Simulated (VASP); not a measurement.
Here is a VASP 6.6.1 calculation.

INCAR

```
PREC     = Accurate       # precision mode
ENCUT    = 520            # plane-wave cutoff, eV
EDIFF    = 1E-6           # SCF threshold, eV
ISMEAR   = 0              # smearing method
SIGMA    = 0.1            # smearing width, eV
LREAL    = False          # projectors in reciprocal space
LASPH    = True           # aspherical terms in the spheres
NELM     = 80             # most SCF steps
ALGO     = Normal         # electronic algorithm
ISIF     = 2              # what is computed and relaxed
LWAVE    = False          # write WAVECAR
LCHARG   = False          # write CHGCAR
GGA      = PE             # functional
NBANDS   = 17             # bands
```

Contents of KPOINTS:

```
regular mesh
0
Gamma
  12 12 4
```

POSCAR

```
Mg5O
1.0
    3.1115518813      0.0000000000      0.0000000000
   -1.5557759407      2.6946829744      0.0000000000
    0.0000000000      0.0000000000     13.0581657304
Mg O
5 1
Direct
    0.6666666667      0.3333333333      0.1012856259
    0.0000000000      0.0000000000      0.3004721825
    0.6666666667      0.3333333333      0.5000000000
    0.0000000000      0.0000000000      0.6995278175
    0.6666666667      0.3333333333      0.8987143741
    0.0000000000      0.0000000000      0.0000000000
```

Potentials or basis: VASP PAW PBE potentials, release 64 (Mg, O).

The run is started by

```sh
$ cat potpaw_PBE.64/Mg/POTCAR potpaw_PBE.64/O/POTCAR > POTCAR
$ mpirun -np 1 vasp_std > vasp.out
```

Question: Estimate the band gap on the k mesh.

Answer: Zero (bands 8 and 9 overlap by 1.76 eV).

Question: Estimate the largest force.

Answer: 0.017 eV/Å.

Question: Predict the pressure.

Answer: -0.2 GPa.

Forces in eV/Å, atoms in the order of the input:
```
Mg   0.000  0.000 -0.017
Mg   0.000  0.000 -0.005
Mg   0.000  0.000  0.000
Mg   0.000  0.000  0.005
Mg   0.000  0.000  0.017
O    0.000  0.000  0.000
```
